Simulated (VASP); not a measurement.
# Ta (Pm-3m) in VASP: a series of runs

Ta is run at these levels: PBEsol; tasks: single point.

Program: VASP 6.6.1. These are calculated values, not measurements. Logs are shortened: lines on timing, memory, paths and dates and some standing lists are left out, and cuts for length are marked.

## (1) The cell of the first run

The structure is cubic, space group Pm-3m (No. 221). Conventional cell: a = 2.595 Å, b = 2.595 Å, c = 2.595 Å, α = 90.00°, β = 90.00°, γ = 90.00°. Within 3.4 Å of Ta (site symmetry m-3m) lie 6 Ta at 2.59 Å.

## (2) Single point, PBEsol (volume scaled by 0.88)

Input file INCAR:

```
ALGO = Normal
EDIFF = 1E-6
ENCUT = 520
GGA = PS
ISIF = 2
ISMEAR = -1
LASPH = T
LCHARG = T
LELF = T
LREAL = F
LVHAR = T
LWAVE = F
NBANDS = 12
NELM = 60
PREC = Accurate
SIGMA = 0.1
```

Input file KPOINTS:

```
k-points
0
Gamma
  13 13 13
```

Input file POSCAR:

```
Ta
1.0
    2.5946862000      0.0000000000      0.0000000000
    0.0000000000      2.5946862000      0.0000000000
    0.0000000000      0.0000000000      2.5946862000
Ta
1
Direct
    0.0000000000      0.0000000000      0.0000000000
```

Potentials or basis: VASP PAW PBE potentials, release 64 (Ta_pv).

Started as:

```console
$ cat potpaw_PBE.64/Ta_pv/POTCAR > POTCAR
$ mpirun -np 1 vasp_std > vasp.out
```

OUTCAR:

```text
EDIFF = 1E-6
   ENCUT = 520
   GGA = PS
   ISIF = 2
   ISMEAR = -1
   LASPH = T
   LREAL = F
   NELM = 60
   PREC = Accurate

 ion  position               nearest neighbor table
   1  0.000  0.000  0.000-

  LATTYP: Found a simple cubic cell.
 ALAT       =     2.5946862000

  Lattice vectors:

 A1 = (   2.5946862000,   0.0000000000,   0.0000000000)
 A2 = (   0.0000000000,   2.5946862000,   0.0000000000)
 A3 = (   0.0000000000,   0.0000000000,   2.5946862000)

Analysis of symmetry for initial positions (statically):
=====================================================================
 Subroutine PRICEL returns:
 Original cell was already a primitive cell.

 Routine SETGRP: Setting up the symmetry group for a
 simple cubic supercell.

 Subroutine GETGRP returns: Found 48 space group operations
 (whereof 48 operations were pure point group operations)
 out of a pool of 48 trial point group operations.

The static configuration has the point symmetry O_h .

Analysis of symmetry for dynamics (positions and initial velocities):
=====================================================================
 Subroutine PRICEL returns:
 Original cell was already a primitive cell.

 Routine SETGRP: Setting up the symmetry group for a
 simple cubic supercell.

 Subroutine GETGRP returns: Found 48 space group operations
 (whereof 48 operations were pure point group operations)
 out of a pool of 48 trial point group operations.

The dynamic configuration has the point symmetry O_h .

 Subroutine INISYM returns: Found 48 space group operations
 (whereof 48 operations are pure point group operations),
 and found     1 'primitive' translations

----------------------------------------------------------------------------------------

                                     Primitive cell

  volume of cell :      17.4685

  direct lattice vectors                    reciprocal lattice vectors
     2.594686200  0.000000000  0.000000000     0.385403060  0.000000000  0.000000000
     0.000000000  2.594686200  0.000000000     0.000000000  0.385403060  0.000000000
     0.000000000  0.000000000  2.594686200     0.000000000  0.000000000  0.385403060

  length of vectors
     2.594686200  2.594686200  2.594686200     0.385403060  0.385403060  0.385403060

  position of ions in fractional coordinates (direct lattice)
     0.000000000  0.000000000  0.000000000

[... 81 lines left out ...]
   ISIF   =      2    stress and relaxation
   ISYM   =      2    0-nonsym 1-usesym 2-fastsym
   POTIM  = 0.5000    time-step for ionic-motion
   TEBEG  =    0.0;   TEEND  =   0.0 temperature during run
   PSTRESS=    0.0 pullay stress
   NELECT =      11.0000    total number of electrons
   NUPDOWN=      -1.0000    fix difference up-down
   EMIN   =  10.00;   EMAX   =-10.00  energy-range for DOS
   EFERMI =   0.00;   METHOD = LEGACY
   ISMEAR =    -1;   SIGMA  =   0.10  broadening in eV -4-tet -1-fermi 0-gaus
   EFERMI_NEDOS =   21; number of points for ismear=-14 and -15
   IALGO  =     38    algorithm
   IMIX   =      4    mixing-type and parameters
     AMIX     =   0.40;   BMIX     =  1.00
     AMIX_MAG =   1.60;   BMIX_MAG =  1.00
  volume/ion in A,a.u.               =      17.47       117.88
  Fermi-wavevector in a.u.,A,eV,Ry     =   1.403204  2.651671 26.789628  1.968982
  Thomas-Fermi vector in A             =   2.525889
   LORBIT       =      0    0 simple, 1 ext, 2 COOP (PROOUT), +10 PAW based schemes
   GGA     = PS    functional components
   LHFCALC =     F    Hartree Fock is set to
   AEXX    =    0.0000 exact exchange contribution
   IVDW    =     0    specifies the selected vdW correction
   LEPSILON=     F    determine dielectric tensor
   LRPA    =     F    only Hartree local field effects (RPA)
 non-spin polarized calculation
  energy-cutoff  :      520.00
  volume of cell :       17.47
 maximum number of plane-waves:       480
 NGX is ok and might be reduce to    20
   NGX =  9   NGY =  9   NGZ =  9

 number of electron      11.0000003 magnetization

 Free energy of the ion-electron system (eV)
  ---------------------------------------------------
  ext. energy  EPLUGINS =         0.00000000
  ---------------------------------------------------
  free energy    TOTEN  =       -11.24310799 eV

  energy without entropy =      -11.21819337  energy(sigma->0) =      -11.23065068

 E-fermi :   5.6401     XC(G=0): -12.7729

 val. band max:        5.6311518960   @ k =   0.3077   0.2308   0.2308
 cond. band min:       5.6468518133   @ k =   0.2308   0.2308   0.0769
 fundamental gap:      0.0156999173
 Fermi energy:         5.6401468969

 k-point     1 :       0.0000    0.0000    0.0000
  band No.  band energies     occupation
      1     -27.2408      2.00000
      2     -27.2408      2.00000
      3     -27.2408      2.00000
      4      -2.2606      2.00000
      5       2.3425      2.00000
      6       2.3425      2.00000
      7      13.0222      0.00000
      8      13.0222      0.00000
      9      13.0222      0.00000
     10      20.3688      0.00000
     11      21.8170      0.00000
     12      21.8170      0.00000
[... 331 lines left out ...]
 k-point    24 :       0.3846    0.3077    0.0000
  band No.  band energies     occupation
      1     -28.7646      2.00000
      2     -28.3678      2.00000
      3     -26.9642      2.00000
      4       1.8847      2.00000
      5       3.3781      2.00000
      6       8.0801      0.00000
      7       9.3149      0.00000
      8       9.7799      0.00000
      9      10.2682      0.00000
     10      17.4680      0.00000
     11      20.3159      0.00000
     12      21.1407      0.00000

 [... further k-points ...]

------------------------ aborting loop because EDIFF is reached ----------------------------------------

  FORCE on cell =-STRESS in cart. coord.  units (eV):
  Direction    XX          YY          ZZ          XY          YZ          ZX
  --------------------------------------------------------------------------------------
  -------------------------------------------------------------------------------------
  Total        2.8157769      2.8157769      2.8157769     -0.0000000      0.0000000     -0.0000000
  in kB      258.2583035    258.2583035    258.2583035     -0.0000000      0.0000000     -0.0000000
  external PRESSURE =     258.2583035 kB  Pullay stress =       0.0000000 kB

 VOLUME and BASIS-vectors are now :
 -----------------------------------------------------------------------------
  energy-cutoff  :      520.00
  volume of cell :       17.47
      direct lattice vectors                 reciprocal lattice vectors
     2.594686200  0.000000000  0.000000000     0.385403060  0.000000000  0.000000000
     0.000000000  2.594686200  0.000000000     0.000000000  0.385403060  0.000000000
     0.000000000  0.000000000  2.594686200     0.000000000  0.000000000  0.385403060

 POSITION                                       TOTAL-FORCE (eV/Angst)
 -----------------------------------------------------------------------------------
      0.00000      0.00000      0.00000         0.000000      0.000000      0.000000
 -----------------------------------------------------------------------------------
    total drift:                               -0.000000      0.000000      0.000000

  FREE ENERGIE OF THE ION-ELECTRON SYSTEM (eV)
  ---------------------------------------------------
  free  energy   TOTEN  =       -11.2431079892 eV

  energy  without entropy=      -11.2181933726  energy(sigma->0) =      -11.23065068
```

OSZICAR:

```text
N       E                     dE             d eps       ncg     rms          rms(c)
DAV:   1     0.667642828386E+02    0.66764E+02   -0.61818E+03  2032   0.892E+02
DAV:   2    -0.103610638845E+02   -0.77125E+02   -0.74475E+02  2272   0.252E+02
DAV:   3    -0.115541957348E+02   -0.11931E+01   -0.11869E+01  2388   0.296E+01
DAV:   4    -0.115572958810E+02   -0.31001E-02   -0.31000E-02  2228   0.169E+00
DAV:   5    -0.115573045722E+02   -0.86912E-05   -0.86917E-05  2360   0.870E-02    0.155E+01
DAV:   6    -0.113188041308E+02    0.23850E+00   -0.20388E-01  2324   0.435E+00    0.809E+00
DAV:   7    -0.112451669050E+02    0.73637E-01   -0.16713E-01  2312   0.380E+00    0.574E-01
DAV:   8    -0.112431352002E+02    0.20317E-02   -0.52094E-03  2136   0.729E-01    0.551E-02
DAV:   9    -0.112431093417E+02    0.25859E-04   -0.78950E-05  2312   0.983E-02    0.244E-02
DAV:  10    -0.112431080875E+02    0.12542E-05   -0.26570E-06  2172   0.172E-02    0.430E-03
DAV:  11    -0.112431079892E+02    0.98339E-07   -0.12945E-07  1132   0.385E-03
   1 F= -.11243108E+02 E0= -.11230651E+02  d E =-.249146E-01
```

It took 6.9 s on 1 thread of Intel Xeon Platinum 8488C (Sapphire Rapids), shared host; peak memory 0.13 GiB.

What came out:

```
Free energy : -11.2431 eV
Pressure    : 25.8 GPa
```

Caveat: the cell differs from its parent crystal (volume scaled by 0.88); the PAW data sets were made with another functional, which shifts forces and pressure a little; spin-orbit coupling is left out, which moves the levels of the heavy elements.

## (3) Single point, PBEsol

This run uses another cell than the first one, of 19.85 Å³/atom, 1.136 times its volume.

Input file INCAR:

```
SYSTEM = Ta
PREC = Accurate
ENCUT = 520
EDIFF = 1E-6
ISMEAR = -1
SIGMA = 0.1
LREAL = .False.
LASPH = .True.
NELM = 100
ALGO = Normal
ISIF = 2
LWAVE = .False.
LCHARG = .False.
GGA = PS
NBANDS = 12
```

Input file KPOINTS:

```
Automatic mesh
0
Gamma
  12 12 12
  0 0 0
```

Input file POSCAR:

```
Ta
1.0
    2.7076381087      0.0000000000      0.0000000000
    0.0000000000      2.7076381087      0.0000000000
    0.0000000000      0.0000000000      2.7076381087
Ta
1
Direct
    0.0000000000      0.0000000000      0.0000000000
```

Potentials or basis: VASP PAW PBE potentials, release 64 (Ta_pv).

Started as:

```console
$ cat potpaw_PBE.64/Ta_pv/POTCAR > POTCAR
$ mpirun -np 1 vasp_std > vasp.out
```

It took 7.3 s on 1 thread of Intel Xeon Platinum 8488C (Sapphire Rapids), shared host; peak memory 0.13 GiB.

The run converged. Its results:

| Property | Result |
| --- | --- |
| Free energy | -11.4299 eV |
| Pressure | 0.2 GPa |

Levels at points of the mesh, in eV from the Fermi level:
| k point | band 2 | band 3 | band 4 | band 5 | band 6 | band 7 | band 8 | band 9 | band 10 | band 11 |
| --- | --- | --- | --- | --- | --- | --- | --- | --- | --- | --- |
| (0.00, 0.00, 0.00) | -33.23 | -33.23 | -7.38 | -2.70 | -2.70 | 6.42 | 6.42 | 6.42 | 14.45 | 14.88 |
| (0.50, 0.00, 0.00) | -33.10 | -33.10 | -3.81 | -1.69 | 0.08 | 2.49 | 2.49 | 6.85 | 10.55 | 14.24 |
| (0.50, 0.50, 0.00) | -34.37 | -32.99 | -4.15 | -1.40 | 3.31 | 3.31 | 5.37 | 5.37 | 9.12 | 14.32 |
| (0.50, 0.50, 0.50) | -34.20 | -34.20 | -2.43 | -2.43 | -2.43 | 7.63 | 9.42 | 9.42 | 11.99 | 11.99 |

Caveat: the PAW data sets were made with another functional, which shifts forces and pressure a little; spin-orbit coupling is left out, which moves the levels of the heavy elements.

## (4) Single point, PBEsol

This run uses another cell than the first one, of 19.85 Å³/atom, 1.136 times its volume.

Input file INCAR:

```
PREC = Accurate ; ENCUT = 520
EDIFF = 1E-6 ; ISMEAR = -1
SIGMA = 0.1 ; LREAL = False
LASPH = True ; NELM = 80
ALGO = Normal ; ISIF = 2
LWAVE = False ; LCHARG = False
GGA = PS ; NBANDS = 12
```

Input file KPOINTS:

```
regular mesh
0
Gamma
  13 13 13
```

POSCAR is that of step 3.

Started as:

```console
$ cat potpaw_PBE.64/Ta_pv/POTCAR > POTCAR
$ mpirun -np 1 vasp_std > vasp.out
```

It took 7.1 s on 1 thread of Intel Xeon Platinum 8488C (Sapphire Rapids), shared host; peak memory 0.13 GiB.

Results (log left out):

| Property | Result |
| --- | --- |
| Free energy | -11.4167 eV |
| Pressure | 0.1 GPa |

Levels at points of the mesh, in eV from the Fermi level:
| k point | band 3 | band 4 | band 5 | band 6 | band 7 | band 8 | band 9 | band 10 |
| --- | --- | --- | --- | --- | --- | --- | --- | --- |
| (0.00, 0.00, 0.00) | -33.27 | -7.42 | -2.74 | -2.74 | 6.38 | 6.38 | 6.38 | 14.41 |

Caveat: the PAW data sets were made with another functional, which shifts forces and pressure a little; spin-orbit coupling is left out, which moves the levels of the heavy elements.

## (5) The runs side by side

```tsv
cell	k mesh	gap on the mesh (eV)	pressure (GPa)
a = 2.595 Å, 1 atom	13 × 13 × 13	none	25.8
a = 2.708 Å, 1 atom	12 × 12 × 12	none	0.2
a = 2.708 Å, 1 atom	13 × 13 × 13	none	0.1
```

Alike in all rows: task single point; level PBEsol; potentials or basis VASP PAW PBE potentials, release 64 (Ta_pv); no spin polarisation; cutoff (eV) 520; smearing fermi-dirac 0.1 eV.

Caveats: the PAW data sets were made with another functional, which shifts forces and pressure a little; spin-orbit coupling is left out, which moves the levels of the heavy elements.

Total energies depend on the potentials used, so only differences within one code and one set of settings carry meaning.
